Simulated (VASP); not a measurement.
The system is CsSnI3.

```xyz
5
Lattice="6.2414 0.0000 0.0000 0.0000 6.2414 0.0000 0.0000 0.0000 6.2414" Properties=species:S:1:pos:R:3 pbc="T T T"
Cs    0.0000    0.0000    0.0000
Sn    3.1207    3.1207    3.1207
I     0.0000    3.1207    3.1207
I     3.1207    0.0000    3.1207
I     3.1207    3.1207    0.0000
```

Base run:

| Item | Value |
| --- | --- |
| Program | VASP 6.6.1 |
| Functional | PBE |
| Potentials or basis | VASP PAW PBE potentials, release 64 (Cs_sv, Sn_d, I) |
| Cutoff | 500 eV |
| k mesh | 4 × 4 × 4 |
| Occupations | gaussian, width 0.01 eV |
| Spin | no spin polarisation |

Its results: band gap on the k mesh 0.38 eV; pressure 0.5 GPa.

**Question.** The run is repeated on the same cell with these changes: functional from PBE to r2SCAN; cutoff from 500 eV to 550 eV. What comes out?

**Answer.** Band gap on the k mesh 0.50 eV; pressure 0.0 GPa.

Caveats: spin-orbit coupling is left out, which moves the levels of the heavy elements; the PAW data sets were made with another functional, which shifts forces and pressure a little (at least some runs).

A k mesh can miss the band edges.
